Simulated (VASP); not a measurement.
A run of VASP 6.6.1 is set up as follows.

Contents of POSCAR:

```
V
1.0
   -1.4924969084      1.4924969084      1.4924969084
    1.4924969084     -1.4924969084      1.4924969084
    1.4924969084      1.4924969084     -1.4924969084
V
1
Direct
    0.0000000000      0.0000000000      0.0000000000
```

Contents of INCAR.step1:

```
ALGO     = Normal         # electronic algorithm
EDIFF    = 1E-5           # SCF threshold, eV
ENCUT    = 520            # plane-wave cutoff, eV
GGA      = PE             # functional
ISIF     = 2              # what is computed and relaxed
ISMEAR   = -1             # smearing method
ISPIN    = 2              # spin polarisation
LASPH    = T              # aspherical terms in the spheres
LMAXMIX  = 4              # l up to which the mixer works
LORBIT   = 11             # projections on sites
LREAL    = F              # projectors in reciprocal space
LWAVE    = T              # write WAVECAR
MAGMOM   = 2              # initial moments
NBANDS   = 16             # bands
NELM     = 150            # most SCF steps
PREC     = Accurate       # precision mode
SIGMA    = 0.05           # smearing width, eV
```

File INCAR.step2:

```
ALGO     = Normal         # electronic algorithm
EDIFF    = 1E-6           # SCF threshold, eV
ENCUT    = 520            # plane-wave cutoff, eV
GGA      = PE             # functional
HFSCREEN = 0.2079         # screening, 1/A
ISIF     = 2              # what is computed and relaxed
ISMEAR   = -1             # smearing method
ISPIN    = 2              # spin polarisation
ISTART   = 1            
LASPH    = T              # aspherical terms in the spheres
LCHARG   = T              # write CHGCAR
LELF     = T              # ELF
LHFCALC  = T              # exact exchange
LMAXMIX  = 4              # l up to which the mixer works
LORBIT   = 11             # projections on sites
LREAL    = F              # projectors in reciprocal space
LVHAR    = T            
LWAVE    = F              # write WAVECAR
MAGMOM   = 2              # initial moments
NBANDS   = 16             # bands
NELM     = 150            # most SCF steps
PREC     = Accurate       # precision mode
PRECFOCK = Normal       
SIGMA    = 0.05           # smearing width, eV
```

The input KPOINTS:

```
k-points
0
Gamma
  6 6 6
```

Potentials or basis: VASP PAW PBE potentials, release 64 (V_sv).

The run is started by

```bash
$ cat potpaw_PBE.64/V_sv/POTCAR > POTCAR
$ cp INCAR.step1 INCAR
$ mpirun -np 1 vasp_std > vasp.out
$ cp INCAR.step2 INCAR
$ mpirun -np 1 vasp_std > vasp.out
```

(1) Estimate the net moment.

(2) What does it give for the site moments?

(3) Estimate the pressure.

Results:

(1) 0.78 μB per cell.

(2) V +0.67 μB.

(3) 0.8 GPa.

Caveat: the k points lie up to 0.50 Å⁻¹ apart; the PAW data sets were made with another functional, which shifts forces and pressure a little.
